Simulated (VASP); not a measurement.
A run of VASP 6.6.1 is set up as follows.

Contents of INCAR:

```
PREC = Accurate
ENCUT = 520
EDIFF = 1E-6
ISMEAR = -1
SIGMA = 0.05
LREAL = F
LASPH = T
NELM = 150
ALGO = Normal
ISIF = 2
LWAVE = F
LCHARG = F
ISPIN = 2
MAGMOM = 4 0
LORBIT = 11
LMAXMIX = 4
GGA = RE
IVDW = 13
NBANDS = 20
```

The input KPOINTS:

```
regular mesh
0
Gamma
  9 9 9
```

Contents of POSCAR:

```
MnS
1.0
    0.0000000000      2.4656106202      2.4656106202
    2.4656106202      0.0000000000      2.4656106202
    2.4656106202      2.4656106202      0.0000000000
Mn S
1 1
Direct
    0.0000000000      0.0000000000      0.0000000000
    0.5000000000      0.5000000000      0.5000000000
```

Potentials or basis: VASP PAW PBE potentials, release 64 (Mn_pv, S).

Run with:

```sh
$ cat potpaw_PBE.64/Mn_pv/POTCAR potpaw_PBE.64/S/POTCAR > POTCAR
$ mpirun -np 1 vasp_std > vasp.out
```

Task: Predict the dispersion energy per atom.

Result: -0.847 eV.

Task: Predict the net moment.

Result: 4.13 μB per cell.

Caveat: a cell with one magnetic atom can't hold antiferromagnetic order, which such compounds often take.
